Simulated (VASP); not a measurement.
# Na (Im-3m) in VASP: a series of runs

Na is run at these levels: revPBE; tasks: single point.

Program: VASP 6.6.1. These are calculated values, not measurements. Logs are shortened: lines on timing, memory, paths and dates and some standing lists are left out, and cuts for length are marked.

**1. The cell of the first run**

Symmetry: Im-3m, No. 229, cubic system. The conventional cell has a = 4.283 Å, b = 4.283 Å, c = 4.283 Å, α = 90.00°, β = 90.00°, γ = 90.00°. Within 4.9 Å of Na (site symmetry m-3m) lie 14 Na at 3.71 to 4.28 Å.

**2. Single point, revPBE (39.29 Å³/atom)**

The input, INCAR:

```
SYSTEM = Na
PREC = Accurate
ENCUT = 520
EDIFF = 1E-7
ISMEAR = -1
SIGMA = 0.1
LREAL = .FALSE.
LASPH = .TRUE.
NELM = 100
ALGO = Normal
ISIF = 2
LWAVE = .FALSE.
LCHARG = .TRUE.
GGA = RE
LELF = .TRUE.
LVHAR = .TRUE.
NBANDS = 10
```

The input, KPOINTS:

```
regular mesh
0
G
  17 17 17
  0 0 0
```

The input, POSCAR:

```
Na
1.0
   -2.1416585443      2.1416585443      2.1416585443
    2.1416585443     -2.1416585443      2.1416585443
    2.1416585443      2.1416585443     -2.1416585443
Na
1
Direct
    0.0000000000      0.0000000000      0.0000000000
```

Potentials or basis: VASP PAW PBE potentials, release 64 (Na_pv).

On the command line:

```
> cat potpaw_PBE.64/Na_pv/POTCAR > POTCAR
> mpirun -np 1 vasp_std > vasp.out
```

OUTCAR:

```text
SYSTEM = Na
   PREC = Accurate
   ENCUT = 520
   EDIFF = 1E-7
   ISMEAR = -1
   LREAL = .FALSE.
   LASPH = .TRUE.
   NELM = 100
   ISIF = 2
   GGA = RE

 ion  position               nearest neighbor table
   1  0.000  0.000  0.000-

  LATTYP: Found a body centered cubic cell.
 ALAT       =     4.2833170886

  Lattice vectors:

 A1 = (  -2.1416585443,   2.1416585443,   2.1416585443)
 A2 = (   2.1416585443,  -2.1416585443,   2.1416585443)
 A3 = (   2.1416585443,   2.1416585443,  -2.1416585443)

Analysis of symmetry for initial positions (statically):
=====================================================================
 Subroutine PRICEL returns:
 Original cell was already a primitive cell.

 Routine SETGRP: Setting up the symmetry group for a
 body centered cubic supercell.

 Subroutine GETGRP returns: Found 48 space group operations
 (whereof 48 operations were pure point group operations)
 out of a pool of 48 trial point group operations.

The static configuration has the point symmetry O_h .

Analysis of symmetry for dynamics (positions and initial velocities):
=====================================================================
 Subroutine PRICEL returns:
 Original cell was already a primitive cell.

 Routine SETGRP: Setting up the symmetry group for a
 body centered cubic supercell.

 Subroutine GETGRP returns: Found 48 space group operations
 (whereof 48 operations were pure point group operations)
 out of a pool of 48 trial point group operations.

The dynamic configuration has the point symmetry O_h .

 Subroutine INISYM returns: Found 48 space group operations
 (whereof 48 operations are pure point group operations),
 and found     1 'primitive' translations

----------------------------------------------------------------------------------------

                                     Primitive cell

  volume of cell :      39.2926

  direct lattice vectors                    reciprocal lattice vectors
    -2.141658544  2.141658544  2.141658544     0.000000000  0.233463920  0.233463920
     2.141658544 -2.141658544  2.141658544     0.233463920  0.000000000  0.233463920
     2.141658544  2.141658544 -2.141658544     0.233463920  0.233463920  0.000000000

  length of vectors
     3.709461411  3.709461411  3.709461411     0.330167843  0.330167843  0.330167843

  position of ions in fractional coordinates (direct lattice)
     0.000000000  0.000000000  0.000000000

  ion indices of the primitive-cell ions
   primitive index   ion index
                 1           1

----------------------------------------------------------------------------------------

 KPOINTS: regular mesh

Automatic generation of k-mesh.
 Grid dimensions read from file:
 generate k-points for:   17   17   17

 Generating k-lattice:

  Cartesian coordinates                     Fractional coordinates (reciprocal lattice)
     0.000000000  0.013733172  0.013733172     0.058823529  0.000000000  0.000000000
     0.013733172  0.000000000  0.013733172     0.000000000  0.058823529  0.000000000
     0.013733172  0.013733172  0.000000000     0.000000000  0.000000000  0.058823529

  Length of vectors
     0.019421638  0.019421638  0.019421638

  Shift w.r.t. Gamma in fractional coordinates (k-lattice)
     0.000000000  0.000000000  0.000000000

 Subroutine IBZKPT returns following result:
 ===========================================

 Found    165 irreducible k-points:

 Following reciprocal coordinates:
            Coordinates               Weight
  0.000000  0.000000  0.000000      1.000000
  0.058824  0.000000  0.000000     12.000000
  0.117647  0.000000  0.000000     12.000000
  0.176471  0.000000  0.000000     12.000000
  0.235294  0.000000  0.000000     12.000000
  0.294118  0.000000  0.000000     12.000000
[... 16 lines left out ...]
  0.411765  0.117647 -0.000000     48.000000
  0.176471  0.176471  0.000000     24.000000
 [... further k-points ...]
   k-points           NKPTS =    165   k-points in BZ     NKDIM =    165   number of bands    NBANDS=     10
   number of dos      NEDOS =    301   number of ions     NIONS =      1
   total plane-waves  NPLWV =  21952
   dimension x,y,z NGX =    28 NGY =   28 NGZ =   28
   dimension x,y,z NGXF=    56 NGYF=   56 NGZF=   56
   ions per type =               1
   NGX,Y,Z   is equivalent  to a cutoff of  12.55, 12.55, 12.55 a.u.
   NGXF,Y,Z  is equivalent  to a cutoff of  25.10, 25.10, 25.10 a.u.
 SYSTEM =  Na
   PREC   = accura    normal or accurate (medium, high low for compatibility)
   ISTART =      0    job   : 0-new  1-cont  2-samecut
   ICHARG =      2    charge: 1-file 2-atom 10-const
   ISPIN  =      1    spin polarized calculation?
   LNONCOLLINEAR =      F non collinear calculations
   LSORBIT =      F    spin-orbit coupling
   LASPH  =      T    aspherical Exc in radial PAW
   ENCUT  =  520.0 eV  38.22 Ry    6.18 a.u.   6.90  6.90  6.90*2*pi/ulx,y,z
   NELM   =    100;   NELMIN=  2; NELMDL= -5     # of ELM steps
   EDIFF  = 0.1E-06   stopping-criterion for ELM
   LREAL  =      F    real-space projection
   EDIFFG = 0.1E-05   stopping-criterion for IOM
   NSW    =      0    number of steps for IOM
   IBRION =     -1    ionic relax: 0-MD 1-quasi-New 2-CG
   NFREE  =      0    steps in history (QN), initial steepest desc. (CG)
   ISIF   =      2    stress and relaxation
   ISYM   =      2    0-nonsym 1-usesym 2-fastsym
   POTIM  = 0.5000    time-step for ionic-motion
   TEBEG  =    0.0;   TEEND  =   0.0 temperature during run
   PSTRESS=    0.0 pullay stress
   NELECT =       7.0000    total number of electrons
   NUPDOWN=      -1.0000    fix difference up-down
   EMIN   =  10.00;   EMAX   =-10.00  energy-range for DOS
   EFERMI =   0.00;   METHOD = LEGACY
   ISMEAR =    -1;   SIGMA  =   0.10  broadening in eV -4-tet -1-fermi 0-gaus
   EFERMI_NEDOS =   21; number of points for ismear=-14 and -15
   IALGO  =     38    algorithm
   IMIX   =      4    mixing-type and parameters
     AMIX     =   0.40;   BMIX     =  1.00
     AMIX_MAG =   1.60;   BMIX_MAG =  1.00
  volume/ion in A,a.u.               =      39.29       265.16
  Fermi-wavevector in a.u.,A,eV,Ry     =   0.921165  1.740749 11.545147  0.848544
  Thomas-Fermi vector in A             =   2.046551
   LORBIT       =      0    0 simple, 1 ext, 2 COOP (PROOUT), +10 PAW based schemes
   GGA     = RE    functional components
   LHFCALC =     F    Hartree Fock is set to
   AEXX    =    0.0000 exact exchange contribution
   IVDW    =     0    specifies the selected vdW correction
   LEPSILON=     F    determine dielectric tensor
   LRPA    =     F    only Hartree local field effects (RPA)
 non-spin polarized calculation
  energy-cutoff  :      520.00
  volume of cell :       39.29
 maximum number of plane-waves:      1085
   NGX = 13   NGY = 13   NGZ = 13

 number of electron       7.0000011 magnetization

 Free energy of the ion-electron system (eV)
  ---------------------------------------------------
  ext. energy  EPLUGINS =         0.00000000
  ---------------------------------------------------
  free energy    TOTEN  =        -1.21087813 eV

  energy without entropy =       -1.19437869  energy(sigma->0) =       -1.20262841

 E-fermi :   0.2752     XC(G=0):  -6.2318

 val. band max:        0.2460143636   @ k =  -0.3529   0.4118   0.1765
 cond. band min:       0.3494753401   @ k =   0.4118   0.0588   0.0000
 fundamental gap:      0.1034609765
 Fermi energy:         0.2751804836

 k-point     1 :       0.0000    0.0000    0.0000
  band No.  band energies     occupation
      1     -24.6896      2.00000
      2     -24.6896      2.00000
      3     -24.6895      2.00000
      4      -2.8810      2.00000
      5      11.6716      0.00000
      6      11.6716      0.00000
      7      11.6716      0.00000
      8      12.5825      0.00000
      9      12.5825      0.00000
     10      13.0584      0.00000

 k-point     2 :       0.0588    0.0000    0.0000
  band No.  band energies     occupation
      1     -24.6905      2.00000
      2     -24.6899      2.00000
      3     -24.6895      2.00000
      4      -2.8225      2.00000
      5      10.7878      0.00000
      6      11.2348      0.00000
      7      11.4122      0.00000
      8      12.0122      0.00000
      9      12.1332      0.00000
     10      13.3511      0.00000

 k-point     3 :       0.1176    0.0000    0.0000
  band No.  band energies     occupation
      1     -24.6933      2.00000
      2     -24.6908      2.00000
      3     -24.6895      2.00000
      4      -2.6473      2.00000
      5       9.2945      0.00000
      6      10.5439      0.00000
      7      10.9199      0.00000
      8      11.3226      0.00000
      9      11.9106      0.00000
     10      13.4758      0.00000

 k-point     4 :       0.1765    0.0000    0.0000
  band No.  band energies     occupation
      1     -24.6974      2.00000
      2     -24.6922      2.00000
      3     -24.6895      2.00000
      4      -2.3567      2.00000
      5       7.8203      0.00000
      6       9.9023      0.00000
      7      10.4288      0.00000
      8      10.7187      0.00000
      9      11.5973      0.00000
     10      13.6393      0.00000
[... 222 lines left out ...]
 k-point    22 :       0.3529    0.1176   -0.0000
  band No.  band energies     occupation
      1     -24.7149      2.00000
      2     -24.6994      2.00000
      3     -24.6908      2.00000
      4       0.0780      1.75566
      5       2.9156      0.00000
      6       6.5710      0.00000
      7       8.6313      0.00000
      8      10.3088      0.00000
      9      12.2591      0.00000
     10      14.0984      0.00000

 k-point    23 :       0.4118    0.1176   -0.0000
  band No.  band energies     occupation
      1     -24.7164      2.00000
      2     -24.7002      2.00000
      3     -24.6908      2.00000
      4       0.8753      0.00494
      5       1.9218      0.00000
      6       6.4624      0.00000
      7       8.5294      0.00000
      8      10.2090      0.00000
      9      12.1842      0.00000
     10      14.6467      0.00000

 k-point    24 :       0.1765    0.1765    0.0000
  band No.  band energies     occupation
      1     -24.7075      2.00000
      2     -24.6956      2.00000
      3     -24.6913      2.00000
      4      -1.3230      2.00000
      5       5.7941      0.00000
      6       6.4823      0.00000
      7       9.0813      0.00000
      8      11.2753      0.00000
      9      12.1654      0.00000
     10      14.4435      0.00000

 [... further k-points ...]

------------------------ aborting loop because EDIFF is reached ----------------------------------------

  FORCE on cell =-STRESS in cart. coord.  units (eV):
  Direction    XX          YY          ZZ          XY          YZ          ZX
  --------------------------------------------------------------------------------------
  -------------------------------------------------------------------------------------
  Total        0.0029272      0.0029272      0.0029272      0.0000000      0.0000000     -0.0000000
  in kB        0.1193592      0.1193592      0.1193592      0.0000000      0.0000000     -0.0000000
  external PRESSURE =       0.1193592 kB  Pullay stress =       0.0000000 kB

 VOLUME and BASIS-vectors are now :
 -----------------------------------------------------------------------------
  energy-cutoff  :      520.00
  volume of cell :       39.29
      direct lattice vectors                 reciprocal lattice vectors
    -2.141658544  2.141658544  2.141658544     0.000000000  0.233463920  0.233463920
     2.141658544 -2.141658544  2.141658544     0.233463920  0.000000000  0.233463920
     2.141658544  2.141658544 -2.141658544     0.233463920  0.233463920  0.000000000

 POSITION                                       TOTAL-FORCE (eV/Angst)
 -----------------------------------------------------------------------------------
      0.00000      0.00000      0.00000         0.000000      0.000000      0.000000
 -----------------------------------------------------------------------------------
    total drift:                               -0.000000     -0.000000     -0.000000

  FREE ENERGIE OF THE ION-ELECTRON SYSTEM (eV)
  ---------------------------------------------------
  free  energy   TOTEN  =        -1.2108781316 eV

  energy  without entropy=       -1.1943786852  energy(sigma->0) =       -1.20262841
```

Run time: 20 s. Hardware: 1 thread of Intel Xeon 6975P-C (Granite Rapids), shared host; peak memory 0.18 GiB.

Results:

- Free energy: -1.2109 eV
- Pressure: 0.0 GPa
- Band gap on the k mesh: zero (an odd number of electrons rules out a gap without spin polarisation)

Caveat: the PAW data sets were made with another functional, which shifts forces and pressure a little.

(Part 1 of 2 ends here.)
